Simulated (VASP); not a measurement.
# VSi15 (F-43m) in VASP: single point with PBEsol+U

Aim: the single point of VSi15 with PBEsol+U.

Program: VASP 6.6.1. These are calculated values, not measurements. Logs are shortened: lines on timing, memory, paths and dates and some standing lists are left out, and cuts for length are marked.

## (1) The cell of the first run

It takes space group F-43m (No. 216, cubic). The conventional cell has a = 10.874 Å, b = 10.874 Å, c = 10.874 Å, α = 90.00°, β = 90.00°, γ = 90.00°. Within 3.2 Å of V (site symmetry -43m) lie 4 Si at 2.45 Å. Si (site symmetry 2mm) has 4 Si at 2.33 to 2.35 Å within 3.1 Å. Within 3.1 Å of Si (site symmetry -43m) lie 4 Si at 2.35 Å. Within 3.1 Å of Si (site symmetry 3m) lie 3 Si at 2.33 Å and 1 V at 2.45 Å. Si (site symmetry 3m) has 4 Si at 2.35 Å within 3.1 Å.

## (2) Single point, PBEsol+U, collinear spin

Contents of INCAR:

```
ALGO = Normal ; EDIFF = 1E-6
ENCUT = 500 ; GGA = PS
GGA_COMPAT = False ; ISIF = 2
ISMEAR = 0 ; ISPIN = 2
LASPH = True ; LCHARG = False
LDAU = True ; LDAUJ = 0 0
LDAUL = 2 -1 ; LDAUPRINT = 1
LDAUTYPE = 2 ; LDAUU = 3 0
LMAXMIX = 4 ; LORBIT = 11
LREAL = False ; LWAVE = False
MAGMOM = 1.78 -0.02 -0.01 -0.01 -0.01 -0.01 -0.02 -0.01 -0.1 -0.1 -0.1 -0.01 -0.1 -0.01 -0.01 -0.01 ; NBANDS = 54
NELM = 200 ; NUPDOWN = 0.75
PREC = Accurate ; SIGMA = 0.05
```

Contents of KPOINTS:

```
k-points
0
Gamma
  3 3 3
```

Contents of POSCAR:

```
VSi15
1.0
    0.0000000000      5.4370000000      5.4370000000
    5.4370000000      0.0000000000      5.4370000000
    5.4370000000      5.4370000000      0.0000000000
V Si
1 15
Direct
    0.0000000000      1.0000000000      0.0000000000
    0.9989704830      0.9989704830      0.5010295170
    0.9989704830      0.5010295170      0.9989704830
    0.9989704830      0.5010295170      0.5010295170
    0.5010295170      0.9989704830      0.9989704830
    0.5010295170      0.9989704830      0.5010295170
    0.5010295170      0.5010295170      0.9989704830
    0.5000000000      0.5000000000      0.5000000000
    0.1302364601      0.1302364601      0.1302364601
    0.1302364601      0.1302364601      0.6092906198
    0.1302364601      0.6092906198      0.1302364601
    0.1259483344      0.6246838885      0.6246838885
    0.6092906198      0.1302364601      0.1302364601
    0.6246838885      0.1259483344      0.6246838885
    0.6246838885      0.6246838885      0.1259483344
    0.6246838885      0.6246838885      0.6246838885
```

Potentials or basis: VASP PAW PBE potentials, release 64 (V_sv, Si).

The run is started by

```bash
> cat potpaw_PBE.64/V_sv/POTCAR potpaw_PBE.64/Si/POTCAR > POTCAR
> mpirun -np 1 vasp_std > vasp.out
```

OUTCAR:

```text
EDIFF = 1E-6
   ENCUT = 500
   GGA = PS
   ISIF = 2
   ISMEAR = 0
   ISPIN = 2
   LASPH = True
   LORBIT = 11
   LREAL = False
   NELM = 200
   NUPDOWN = 0.75
   PREC = Accurate

 ion  position               nearest neighbor table
   1  0.000  0.000  0.000-  10 2.45  11 2.45  13 2.45   9 2.45
   2  0.999  0.999  0.501-   9 2.33  10 2.33  12 2.35  14 2.35
   3  0.999  0.501  0.999-   9 2.33  11 2.33  12 2.35  15 2.35
   4  0.999  0.501  0.501-  10 2.33  11 2.33  12 2.35  16 2.35
   5  0.501  0.999  0.999-   9 2.33  13 2.33  14 2.35  15 2.35
   6  0.501  0.999  0.501-  10 2.33  13 2.33  14 2.35  16 2.35
[... 8 lines left out ...]
  15  0.625  0.625  0.126-   8 2.35   7 2.35   3 2.35   5 2.35
  16  0.625  0.625  0.625-   8 2.35   6 2.35   7 2.35   4 2.35

  LATTYP: Found a face centered cubic cell.
 ALAT       =    10.8740000000

  Lattice vectors:

 A1 = (   0.0000000000,   5.4370000000,   5.4370000000)
 A2 = (   5.4370000000,   0.0000000000,   5.4370000000)
 A3 = (   5.4370000000,   5.4370000000,   0.0000000000)

Analysis of symmetry for initial positions (statically):
=====================================================================
 Subroutine PRICEL returns:
 Original cell was already a primitive cell.

 Routine SETGRP: Setting up the symmetry group for a
 face centered cubic supercell.

 Subroutine GETGRP returns: Found 24 space group operations
 (whereof 24 operations were pure point group operations)
 out of a pool of 48 trial point group operations.

The static configuration has the point symmetry T_d .

Analysis of symmetry for dynamics (positions and initial velocities):
=====================================================================
 Subroutine PRICEL returns:
 Original cell was already a primitive cell.

 Routine SETGRP: Setting up the symmetry group for a
 face centered cubic supercell.

 Subroutine GETGRP returns: Found 24 space group operations
 (whereof 24 operations were pure point group operations)
 out of a pool of 48 trial point group operations.

The dynamic configuration has the point symmetry T_d .

Analysis of structural, dynamic, and magnetic symmetry:
=====================================================================
 Subroutine PRICEL returns:
 Original cell was already a primitive cell.

 Routine SETGRP: Setting up the symmetry group for a
 face centered cubic supercell.

 Subroutine GETGRP returns: Found  8 space group operations
 (whereof  8 operations were pure point group operations)
 out of a pool of 48 trial point group operations.

The overall configuration has the point symmetry D_2d.

 Subroutine INISYM returns: Found  8 space group operations
 (whereof  8 operations are pure point group operations),
 and found     1 'primitive' translations

----------------------------------------------------------------------------------------

                                     Primitive cell

  volume of cell :     321.4460

  direct lattice vectors                    reciprocal lattice vectors
     0.000000000  5.437000000  5.437000000    -0.091962479  0.091962479  0.091962479
     5.437000000  0.000000000  5.437000000     0.091962479 -0.091962479  0.091962479
     5.437000000  5.437000000  0.000000000     0.091962479  0.091962479 -0.091962479

  length of vectors
     7.689079139  7.689079139  7.689079139     0.159283687  0.159283687  0.159283687

  position of ions in fractional coordinates (direct lattice)
     0.000000000  0.000000000  0.000000000
     0.998970483  0.998970483  0.501029517
     0.998970483  0.501029517  0.998970483
     0.998970483  0.501029517  0.501029517
     0.501029517  0.998970483  0.998970483
[... 109 lines left out ...]
   angular momentum for each species LDAUL =     2   -1
   U (eV)           for each species LDAUU =   3.0  0.0
   J (eV)           for each species LDAUJ =   0.0  0.0
   GGA     = PS    functional components
   LHFCALC =     F    Hartree Fock is set to
   AEXX    =    0.0000 exact exchange contribution
   IVDW    =     0    specifies the selected vdW correction
   LEPSILON=     F    determine dielectric tensor
   LRPA    =     F    only Hartree local field effects (RPA)
 spin polarized calculation
 Gauss-broadening in eV      SIGMA  =   0.05
  energy-cutoff  :      500.00
  volume of cell :      321.45
 maximum number of plane-waves:      8170
   NGX = 29   NGY = 29   NGZ = 29

atom =   1  type =  1  l = 2

 onsite density matrix

spin component  1

  0.5674  0.0000  0.0000 -0.0000  0.0000
  0.0000  0.5674 -0.0000 -0.0000  0.0000
  0.0000 -0.0000  0.2489  0.0000 -0.0000
 -0.0000 -0.0000  0.0000  0.5674  0.0000
  0.0000  0.0000 -0.0000  0.0000  0.2488

spin component  2

  0.2360 -0.0000  0.0000  0.0000  0.0000
 -0.0000  0.2361  0.0000 -0.0000 -0.0000
  0.0000  0.0000  0.0477 -0.0000 -0.0000
  0.0000 -0.0000 -0.0000  0.2361 -0.0000
  0.0000 -0.0000 -0.0000 -0.0000  0.0477

 occupancies and eigenvectors

  o =  0.0477  v =  0.0000  0.0000  0.0000  0.0000  0.0000  0.0000  0.0000 -0.0000  0.0000  1.0000      0.0000  0.0000  0.0000  0.0000  0.0000  0.0000  0.0000  0.0000  0.0000  0.0000
  o =  0.0477  v =  0.0000  0.0000  0.0000  0.0000  0.0000  0.0000  0.0000 -1.0000 -0.0000 -0.0000      0.0000  0.0000  0.0000  0.0000  0.0000  0.0000  0.0000  0.0000  0.0000  0.0000
  o =  0.2360  v =  0.0000  0.0000  0.0000  0.0000  0.0000  1.0000  0.0000  0.0000  0.0000  0.0000      0.0000  0.0000  0.0000  0.0000  0.0000  0.0000  0.0000  0.0000  0.0000  0.0000
  o =  0.2361  v =  0.0000  0.0000  0.0000  0.0000  0.0000  0.0000 -0.1204  0.0000 -0.9927  0.0000      0.0000  0.0000  0.0000  0.0000  0.0000  0.0000  0.0000  0.0000  0.0000  0.0000
  o =  0.2361  v =  0.0000  0.0000  0.0000  0.0000  0.0000  0.0000 -0.9927 -0.0000  0.1204  0.0000      0.0000  0.0000  0.0000  0.0000  0.0000  0.0000  0.0000  0.0000  0.0000  0.0000
  o =  0.2488  v =  0.0000 -0.0000  0.0000 -0.0000  1.0000  0.0000  0.0000  0.0000  0.0000  0.0000      0.0000  0.0000  0.0000  0.0000  0.0000  0.0000  0.0000  0.0000  0.0000  0.0000
  o =  0.2489  v =  0.0000 -0.0000 -1.0000  0.0000  0.0000  0.0000  0.0000  0.0000  0.0000  0.0000      0.0000  0.0000  0.0000  0.0000  0.0000  0.0000  0.0000  0.0000  0.0000  0.0000
  o =  0.5674  v =  0.0000 -0.6681  0.0000  0.7441  0.0000  0.0000  0.0000  0.0000  0.0000  0.0000      0.0000  0.0000  0.0000  0.0000  0.0000  0.0000  0.0000  0.0000  0.0000  0.0000
  o =  0.5674  v =  0.0000 -0.7441 -0.0000 -0.6681 -0.0000  0.0000  0.0000  0.0000  0.0000  0.0000      0.0000  0.0000  0.0000  0.0000  0.0000  0.0000  0.0000  0.0000  0.0000  0.0000
  o =  0.5674  v =  1.0000  0.0000  0.0000  0.0000  0.0000  0.0000  0.0000  0.0000  0.0000  0.0000      0.0000  0.0000  0.0000  0.0000  0.0000  0.0000  0.0000  0.0000  0.0000  0.0000

 number of electron      72.9999991 magnetization       0.7500043

 Free energy of the ion-electron system (eV)
  ---------------------------------------------------
  ext. energy  EPLUGINS =         0.00000000
  ---------------------------------------------------
  free energy    TOTEN  =       -89.71905245 eV

  energy without entropy =      -89.71036341  energy(sigma->0) =      -89.71470793

 E-fermi :   6.1879     XC(G=0):  -9.6186

 val. band max:        5.9735817422   @ k =   0.0000   0.0000   0.0000
 cond. band min:       5.7765657087   @ k =   0.3333   0.0000   0.0000
 fundamental gap:     -0.1970160335
 Fermi energy:         5.7501156048

 spin component 1

 k-point     1 :       0.0000    0.0000    0.0000
  band No.  band energies     occupation
      1     -59.0953      1.00000
      2     -33.0566      1.00000
      3     -33.0566      1.00000
      4     -33.0566      1.00000
      5      -6.1155      1.00000
      6      -3.9160      1.00000
[... 295 lines left out ...]
     47       9.0448      0.00000
     48       9.1685      0.00000
 Fermi energy:         6.1879323173

 spin component 2

 k-point     1 :       0.0000    0.0000    0.0000
  band No.  band energies     occupation
      1     -57.7297      1.00000
      2     -31.7035      1.00000
      3     -31.7035      1.00000
      4     -31.7035      1.00000
      5      -6.1500      1.00000
      6      -3.9552      1.00000
[... 295 lines left out ...]
     47       9.0222      0.00000
     48       9.1633      0.00000
 [bands above 48 left out]

------------------------ aborting loop because EDIFF is reached ----------------------------------------

  FORCE on cell =-STRESS in cart. coord.  units (eV):
  Direction    XX          YY          ZZ          XY          YZ          ZX
  --------------------------------------------------------------------------------------
  -------------------------------------------------------------------------------------
  Total        2.3135394      2.3135394      2.3109289      0.0000000      0.0000000      0.0000000
  in kB       11.5313324     11.5313324     11.5183207      0.0000000      0.0000000      0.0000000
  external PRESSURE =      11.5269952 kB  Pullay stress =       0.0000000 kB

 VOLUME and BASIS-vectors are now :
 -----------------------------------------------------------------------------
  energy-cutoff  :      500.00
  volume of cell :      321.45
      direct lattice vectors                 reciprocal lattice vectors
     0.000000000  5.437000000  5.437000000    -0.091962479  0.091962479  0.091962479
     5.437000000  0.000000000  5.437000000     0.091962479 -0.091962479  0.091962479
     5.437000000  5.437000000  0.000000000     0.091962479  0.091962479 -0.091962479

 POSITION                                       TOTAL-FORCE (eV/Angst)
 -----------------------------------------------------------------------------------
      0.00000      0.00000      0.00000         0.000000     -0.000000     -0.000000
      8.15550      8.15550     10.86281         0.000000     -0.000000     -0.157394
      8.15550     10.86281      8.15550         0.000000     -0.157419      0.000000
      5.44819      8.15550      8.15550         0.157419     -0.000000      0.000000
     10.86281      8.15550      8.15550        -0.157419     -0.000000      0.000000
      8.15550      5.44819      8.15550         0.000000      0.157419      0.000000
[... 8 lines left out ...]
      4.08119      4.08119      6.79281         0.023633      0.023633     -0.023628
      6.79281      6.79281      6.79281        -0.023633     -0.023633     -0.023628
 -----------------------------------------------------------------------------------
    total drift:                                0.000001      0.000001      0.000000

  FREE ENERGIE OF THE ION-ELECTRON SYSTEM (eV)
  ---------------------------------------------------
  free  energy   TOTEN  =       -89.7190524456 eV

  energy  without entropy=      -89.7103634145  energy(sigma->0) =      -89.71470793

 total charge

# of ion       s       p       d       tot
------------------------------------------
    1        2.320   6.136   2.980  11.436
    2        0.756   0.933   0.000   1.689
    3        0.756   0.933   0.000   1.689
    4        0.756   0.933   0.000   1.689
    5        0.756   0.933   0.000   1.689
    6        0.756   0.933   0.000   1.689
[... 8 lines left out ...]
   15        0.751   0.938   0.000   1.689
   16        0.751   0.938   0.000   1.689
--------------------------------------------------
tot         13.685  20.234   2.980  36.899

 magnetization (x)

# of ion       s       p       d       tot
------------------------------------------
    1        0.015  -0.025   1.390   1.380
    2        0.001  -0.007   0.000  -0.006
    3        0.001  -0.007   0.000  -0.006
    4        0.001  -0.007   0.000  -0.006
    5        0.001  -0.007   0.000  -0.006
    6        0.001  -0.007   0.000  -0.006
[... 8 lines left out ...]
   15       -0.001  -0.002   0.000  -0.003
   16       -0.001  -0.002   0.000  -0.003
--------------------------------------------------
tot         -0.031  -0.337   1.390   1.022
```

It took 10 min on 1 thread of Oxide Virtual Turin-like, shared host; peak memory 0.58 GiB.

Results:

```yaml
Free_energy: -89.7191 eV
Pressure: 1.2 GPa
Largest_force: 0.526 eV/Å
Net_moment: 0.75 μB per cell
Site_moments: V +1.38; Si -0.01, +0.00, -0.08, -0.00 (each value once) μB
Valence_electrons_inside_the_program's_atomic_spheres: V 11.44; Si 1.69, 1.72 (each value once)
```

Forces on the atoms (eV/Å):
```
V    0.000  0.000  0.000
Si   0.000  0.000 -0.157
Si   0.000 -0.157  0.000
Si   0.157  0.000  0.000
Si  -0.157  0.000  0.000
Si   0.000  0.157  0.000
Si   0.000  0.000  0.157
Si   0.000  0.000  0.000
Si  -0.304 -0.304 -0.304
Si   0.304  0.304 -0.304
Si   0.304 -0.304  0.304
Si  -0.024  0.024  0.024
Si  -0.304  0.304  0.304
Si   0.024 -0.024  0.024
Si   0.024  0.024 -0.024
Si  -0.024 -0.024 -0.024
```

Eigenvalues of the final occupation matrices:
| site | spin | trace | eigenvalues |
| --- | --- | --- | --- |
| site 1 d | 1 | 2.20 | 0.25 0.25 0.57 0.57 0.57 |
| site 1 d | 2 | 0.80 | 0.05 0.05 0.24 0.24 0.24 |

Caveat: the PAW data sets were made with another functional, which shifts forces and pressure a little; the total moment is fixed, so each spin has its own Fermi level and the state may be an excited one; the U is typed as a test and isn't derived for this compound.
